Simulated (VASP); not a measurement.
# BN (P6_3mc) in VASP: further runs, part 4 of 4

VASP 6.6.1. The steps go on from the part before.

**5. Single point, r2SCAN**

This run uses another cell than the first one, of 5.90 Å³/atom, 1.064 times its volume.

File POSCAR:

```
BN
1.0
    2.5439665229      0.0000000000      0.0000000000
   -1.2719832615      2.2031396352      0.0000000000
    0.0000000000      0.0000000000      4.2077449343
B N
2 2
Direct
    0.6666666667      0.3333333333      0.9997995910
    0.3333333333      0.6666666667      0.4997995910
    0.6666666667      0.3333333333      0.6252004090
    0.3333333333      0.6666666667      0.1252004090
```

File INCAR.step1:

```
SYSTEM = BN
PREC     = Accurate       ! precision mode
ENCUT    = 520            ! plane-wave cutoff, eV
ISMEAR   = 0              ! smearing method
SIGMA    = 0.02           ! smearing width, eV
LREAL    = .FALSE.        ! projectors in reciprocal space
LASPH    = .TRUE.         ! aspherical terms in the spheres
NELM     = 80             ! most SCF steps
NBANDS   = 16             ! bands
GGA      = PE             ! functional
ALGO     = Normal         ! electronic algorithm
EDIFF    = 1E-4           ! SCF threshold, eV
LWAVE    = .TRUE.         ! write WAVECAR
LCHARG   = .FALSE.        ! write CHGCAR
```

File INCAR.step2:

```
SYSTEM = BN
PREC     = Accurate       ! precision mode
ENCUT    = 520            ! plane-wave cutoff, eV
EDIFF    = 1E-6           ! SCF threshold, eV
ISMEAR   = 0              ! smearing method
SIGMA    = 0.02           ! smearing width, eV
LREAL    = .FALSE.        ! projectors in reciprocal space
LASPH    = .TRUE.         ! aspherical terms in the spheres
NELM     = 80             ! most SCF steps
ALGO     = Normal         ! electronic algorithm
ISIF     = 2              ! what is computed and relaxed
LWAVE    = .FALSE.        ! write WAVECAR
LCHARG   = .FALSE.        ! write CHGCAR
METAGGA  = R2SCAN         ! meta-GGA
LMIXTAU  = .TRUE.       
NBANDS   = 16             ! bands
ISTART   = 1
```

File KPOINTS:

```
Automatic mesh
0
G
  12 12 6
  0 0 0
```

Potentials or basis: VASP PAW PBE potentials, release 64 (B, N).

Started as:

```
cat potpaw_PBE.64/B/POTCAR potpaw_PBE.64/N/POTCAR > POTCAR
cp INCAR.step1 INCAR
mpirun -np 1 vasp_std > vasp.out
cp INCAR.step2 INCAR
mpirun -np 1 vasp_std > vasp.out
```

OUTCAR:

```text
SYSTEM = BN
   PREC = Accurate
   ENCUT = 520
   EDIFF = 1E-6
   ISMEAR = 0
   LREAL = .FALSE.
   LASPH = .TRUE.
   NELM = 80
   ISIF = 2
   METAGGA = R2SCAN
   ISTART = 1

 ion  position               nearest neighbor table
   1  0.667  0.333  1.000-   4 1.56   4 1.56   4 1.56   3 1.58
   2  0.333  0.667  0.500-   3 1.56   3 1.56   3 1.56   4 1.58
   3  0.667  0.333  0.625-   2 1.56   2 1.56   2 1.56   1 1.58
   4  0.333  0.667  0.125-   1 1.56   1 1.56   1 1.56   2 1.58

  LATTYP: Found a hexagonal cell.
 ALAT       =     2.5439665229
 C/A-ratio  =     1.6540095541

  Lattice vectors:

 A1 = (   2.5439665229,   0.0000000000,   0.0000000000)
 A2 = (  -1.2719832615,   2.2031396352,   0.0000000000)
 A3 = (   0.0000000000,   0.0000000000,   4.2077449343)

Analysis of symmetry for initial positions (statically):
=====================================================================
 Subroutine PRICEL returns:
 Original cell was already a primitive cell.

 Routine SETGRP: Setting up the symmetry group for a
 hexagonal supercell.

 Subroutine GETGRP returns: Found 12 space group operations
 (whereof  6 operations were pure point group operations)
 out of a pool of 24 trial point group operations.

The static configuration has the point symmetry C_3v.
 The point group associated with its full space group is C_6v.

Analysis of symmetry for dynamics (positions and initial velocities):
=====================================================================
 Subroutine PRICEL returns:
 Original cell was already a primitive cell.

 Routine SETGRP: Setting up the symmetry group for a
 hexagonal supercell.

 Subroutine GETGRP returns: Found 12 space group operations
 (whereof  6 operations were pure point group operations)
 out of a pool of 24 trial point group operations.

The dynamic configuration has the point symmetry C_3v.
 The point group associated with its full space group is C_6v.

 Subroutine INISYM returns: Found 12 space group operations
 (whereof  6 operations are pure point group operations),
 and found     1 'primitive' translations

----------------------------------------------------------------------------------------

                                     Primitive cell

  volume of cell :      23.5832

  direct lattice vectors                    reciprocal lattice vectors
     2.543966523  0.000000000  0.000000000     0.393086934  0.226948847  0.000000000
    -1.271983261  2.203139635  0.000000000     0.000000000  0.453897694  0.000000000
     0.000000000  0.000000000  4.207744934     0.000000000  0.000000000  0.237656991

  length of vectors
     2.543966523  2.543966523  4.207744934     0.453897694  0.453897694  0.237656991

  position of ions in fractional coordinates (direct lattice)
     0.666666667  0.333333333  0.999799591
     0.333333333  0.666666667  0.499799591
     0.666666667  0.333333333  0.625200409
     0.333333333  0.666666667  0.125200409

  ion indices of the primitive-cell ions
   primitive index   ion index
                 1           1
                 2           2
                 3           3
                 4           4

----------------------------------------------------------------------------------------

 KPOINTS: Automatic mesh

Automatic generation of k-mesh.
 Grid dimensions read from file:
 generate k-points for:   12   12    6

 Generating k-lattice:

  Cartesian coordinates                     Fractional coordinates (reciprocal lattice)
     0.032757244  0.018912404  0.000000000     0.083333333  0.000000000  0.000000000
     0.000000000  0.037824808  0.000000000     0.000000000  0.083333333  0.000000000
     0.000000000  0.000000000  0.039609499     0.000000000  0.000000000  0.166666667

  Length of vectors
     0.037824808  0.037824808  0.039609499

  Shift w.r.t. Gamma in fractional coordinates (k-lattice)
     0.000000000  0.000000000  0.000000000

 Subroutine IBZKPT returns following result:
 ===========================================

 Found     76 irreducible k-points:

 Following reciprocal coordinates:
            Coordinates               Weight
  0.000000  0.000000  0.000000      1.000000
  0.083333 -0.000000  0.000000      6.000000
  0.166667  0.000000  0.000000      6.000000
  0.250000  0.000000  0.000000      6.000000
  0.333333 -0.000000  0.000000      6.000000
  0.416667  0.000000  0.000000      6.000000
[... 16 lines left out ...]
  0.250000  0.000000  0.166667     12.000000
  0.333333 -0.000000  0.166667     12.000000
 [... further k-points ...]
   k-points           NKPTS =     76   k-points in BZ     NKDIM =     76   number of bands    NBANDS=     16
   number of dos      NEDOS =    301   number of ions     NIONS =      4
   total plane-waves  NPLWV =  12800
   dimension x,y,z NGX =    20 NGY =   20 NGZ =   32
   dimension x,y,z NGXF=    40 NGYF=   40 NGZF=   64
   ions per type =               2   2
   NGX,Y,Z   is equivalent  to a cutoff of  13.07, 13.07, 12.64 a.u.
   NGXF,Y,Z  is equivalent  to a cutoff of  26.14, 26.14, 25.29 a.u.
 SYSTEM =  BN
   PREC   = accura    normal or accurate (medium, high low for compatibility)
   ISTART =      1    job   : 0-new  1-cont  2-samecut
   ICHARG =      0    charge: 1-file 2-atom 10-const
   ISPIN  =      1    spin polarized calculation?
   LNONCOLLINEAR =      F non collinear calculations
   LSORBIT =      F    spin-orbit coupling
   LASPH  =      T    aspherical Exc in radial PAW
   ENCUT  =  520.0 eV  38.22 Ry    6.18 a.u.   4.73  4.73  7.82*2*pi/ulx,y,z
   NELM   =     80;   NELMIN=  2; NELMDL=  0     # of ELM steps
   EDIFF  = 0.1E-05   stopping-criterion for ELM
   LREAL  =      F    real-space projection
   EDIFFG = 0.1E-04   stopping-criterion for IOM
   NSW    =      0    number of steps for IOM
   IBRION =     -1    ionic relax: 0-MD 1-quasi-New 2-CG
   NFREE  =      0    steps in history (QN), initial steepest desc. (CG)
   ISIF   =      2    stress and relaxation
   ISYM   =      2    0-nonsym 1-usesym 2-fastsym
   POTIM  = 0.5000    time-step for ionic-motion
   TEBEG  =    0.0;   TEEND  =   0.0 temperature during run
   PSTRESS=    0.0 pullay stress
   NELECT =      16.0000    total number of electrons
   NUPDOWN=      -1.0000    fix difference up-down
   EMIN   =  10.00;   EMAX   =-10.00  energy-range for DOS
   EFERMI =   0.00;   METHOD = LEGACY
   ISMEAR =     0;   SIGMA  =   0.02  broadening in eV -4-tet -1-fermi 0-gaus
   EFERMI_NEDOS =   21; number of points for ismear=-14 and -15
   IALGO  =     38    algorithm
   IMIX   =      4    mixing-type and parameters
     AMIX     =   0.40;   BMIX     =  1.00
     AMIX_MAG =   1.60;   BMIX_MAG =  1.00
  volume/ion in A,a.u.               =       5.90        39.79
  Fermi-wavevector in a.u.,A,eV,Ry     =   1.438513  2.718396 28.154815  2.069321
  Thomas-Fermi vector in A             =   2.557472
   LORBIT       =      0    0 simple, 1 ext, 2 COOP (PROOUT), +10 PAW based schemes
   METAGGA = R2SCAN    functional components
   LHFCALC =     F    Hartree Fock is set to
   AEXX    =    0.0000 exact exchange contribution
   IVDW    =     0    specifies the selected vdW correction
   LEPSILON=     F    determine dielectric tensor
   LRPA    =     F    only Hartree local field effects (RPA)
 non-spin polarized calculation
 Gauss-broadening in eV      SIGMA  =   0.02
  energy-cutoff  :      520.00
  volume of cell :       23.58
 maximum number of plane-waves:       652
 NGX is ok and might be reduce to    20
   NGX =  9   NGY =  9   NGZ = 15

 number of electron      16.0000000 magnetization

 Free energy of the ion-electron system (eV)
  ---------------------------------------------------
  ext. energy  EPLUGINS =         0.00000000
  ---------------------------------------------------
  free energy    TOTEN  =       -38.26618370 eV

  energy without entropy =      -38.26618370  energy(sigma->0) =      -38.26618370

 E-fermi :   7.6251     XC(G=0): -13.6454

 val. band max:        7.4267042910   @ k =   0.0000   0.0000   0.0000
 cond. band min:      13.1455000539   @ k =   0.3333   0.3333   0.0000
 fundamental gap:      5.7187957629
 Fermi energy:         7.6251154132

 k-point     1 :       0.0000    0.0000    0.0000
  band No.  band energies     occupation
      1     -14.0657      2.00000
      2      -9.8249      2.00000
      3      -3.9044      2.00000
      4       5.2168      2.00000
      5       5.2168      2.00000
      6       7.1566      2.00000
[... 433 lines left out ...]
      3      -1.7566      2.00000
      4      -0.2393      2.00000
      5       1.1623      2.00000
      6       2.9534      2.00000
[... 8 lines left out ...]
     15      24.6528      0.00000
     16      24.9276      0.00000

 [... further k-points ...]
[... 5 lines left out ...]
  --------------------------------------------------------------------------------------
  -------------------------------------------------------------------------------------
  Total        0.1645353      0.1645353      0.1638874     -0.0000000      0.0000000      0.0000000
  in kB       11.1780737     11.1780737     11.1340528     -0.0000000      0.0000000      0.0000000
  external PRESSURE =      11.1634000 kB  Pullay stress =       0.0000000 kB

 VOLUME and BASIS-vectors are now :
 -----------------------------------------------------------------------------
  energy-cutoff  :      520.00
  volume of cell :       23.58
      direct lattice vectors                 reciprocal lattice vectors
     2.543966523  0.000000000  0.000000000     0.393086934  0.226948847  0.000000000
    -1.271983261  2.203139635  0.000000000     0.000000000  0.453897694  0.000000000
     0.000000000  0.000000000  4.207744934     0.000000000  0.000000000  0.237656991

 POSITION                                       TOTAL-FORCE (eV/Angst)
 -----------------------------------------------------------------------------------
      1.27198      0.73438      4.20690         0.000000      0.000000     -0.003102
     -0.00000      1.46876      2.10303         0.000000      0.000000     -0.003102
      1.27198      0.73438      2.63068        -0.000000      0.000000      0.003102
     -0.00000      1.46876      0.52681         0.000000     -0.000000      0.003102
 -----------------------------------------------------------------------------------
    total drift:                                0.000000      0.000000      0.002258

  FREE ENERGIE OF THE ION-ELECTRON SYSTEM (eV)
  ---------------------------------------------------
  free  energy   TOTEN  =       -38.2661836995 eV

  energy  without entropy=      -38.2661836995  energy(sigma->0) =      -38.26618370
```

Wall time 79 s (1 thread of Intel Xeon 6975P-C (Granite Rapids), shared host); peak memory 0.15 GiB.

Results:

```yaml
Free_energy: -38.2662 eV
Pressure: 1.1 GPa
Largest_force: 0.003 eV/Å
Band_gap_on_the_k_mesh: 5.72 eV, indirect (least direct gap 8.98 eV)
```

Forces on the atoms (eV/Å):
```
B    0.000  0.000 -0.003
B    0.000  0.000 -0.003
N    0.000  0.000  0.003
N    0.000  0.000  0.003
```

Caveat: the PAW data sets were made with another functional, which shifts forces and pressure a little. r2SCAN opens gaps a little over a GGA but as a rule still falls short of measured ones.

**6. The runs side by side**

```tsv
cell	gap on the mesh (eV)	pressure (GPa)
a = 2.492, b = 2.492, c = 4.123 Å, angles 90.0, 90.0, 120.0°, 4 atoms	5.59	28.5
a = 2.518, b = 2.518, c = 4.166 Å, angles 90.0, 90.0, 120.0°, 4 atoms	5.66	13.8
a = 2.544, b = 2.544, c = 4.208 Å, angles 90.0, 90.0, 120.0°, 4 atoms	5.72	1.1
```

Alike in all rows: task single point; level r2SCAN; potentials or basis VASP PAW PBE potentials, release 64 (B, N); no spin polarisation; k mesh 12 × 12 × 6; cutoff (eV) 520; smearing gaussian 0.02 eV.

Caveats: the PAW data sets were made with another functional, which shifts forces and pressure a little.

Absolute energies hang on the potentials; compare differences alone.
